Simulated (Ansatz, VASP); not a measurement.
# WS2 in VASP and in Ansatz

```xyz
6
Lattice="3.0062 0.0000 0.0000 -1.5031 2.6034 0.0000 0.0000 0.0000 10.9365" Properties=species:S:1:pos:R:3 pbc="T T T"
W     0.0000    1.7356    2.7341
W     1.5031    0.8678    8.2024
S     0.0000    1.7356    6.6134
S     1.5031    0.8678    1.1451
S     0.0000    1.7356    9.7913
S     1.5031    0.8678    4.3231
```

Alike in both runs: task single point; functional PBE; k mesh 12 × 12 × 4; occupations gaussian, width 0.02 eV; no spin polarisation.

```csv
,VASP,Ansatz
version,VASP 6.6.1,Ansatz 0.2.0
potentials or method,"VASP PAW PBE potentials, release 64 (W_sv, S), cutoff 520 eV","scalar-relativistic, plane waves, PAW"
valence electrons in the cell,52,52
```

|  | VASP | Ansatz | Ansatz less VASP |
| --- | --- | --- | --- |
| gap on the k mesh at the Fermi level (eV) | 0.06 | 0.02 | -0.032 |
| least direct gap on the mesh (eV) | 1.23 | 1.23 | +0.002 |

With one functional, cell and mesh, what is left measures potentials, basis and numerics.

Neither program's run includes spin-orbit coupling.
